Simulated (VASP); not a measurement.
Runs of VASP 6.6.1 on Be4Se3S (an interface model). The cell holds layers of an interface, 8 atoms: a = 3.421 Å, b = 4.838 Å, c = 7.382 Å, α = 90.00°, β = 90.00°, γ = 90.00°. 

| level | potentials or basis | k mesh | smearing | gap on the mesh (eV) | pressure (GPa) | largest force (eV/Å) |
| --- | --- | --- | --- | --- | --- | --- |
| PBEsol | VASP PAW PBE potentials, release 64 (Be, Se, S) | 3 × 3 × 3 | fermi-dirac 0.05 eV | (b) | (a) | 4.84 |
| LDA | VASP PAW LDA potentials, release 64 (Be, Se, S) | 4 × 3 × 2 | fermi-dirac 0.05 eV | 1.70 | 8.4 | 4.73 |
| PBEsol | VASP PAW PBE potentials, release 64 (Be, Se, S) | 4 × 3 × 2 | fermi-dirac 0.05 eV | 1.70 | 11.0 | 4.86 |
| PBEsol | VASP PAW PBE potentials, release 64 (Be, Se, S) | 4 × 3 × 2 | methfessel-paxton 0.05 eV | 1.70 | 11.0 | 4.86 |

Alike in all rows: task single point; no spin polarisation; cell as given; cutoff (eV) 520.

Problem. Fill in the values left out.

Solution. (a) 11.3; (b) 1.77.

Caveats: all runs use coarse meshes; the PAW data sets were made with another functional, which shifts forces and pressure a little (some runs).

A k mesh can miss the band edges, and the runs leave out spin-orbit coupling on Se.
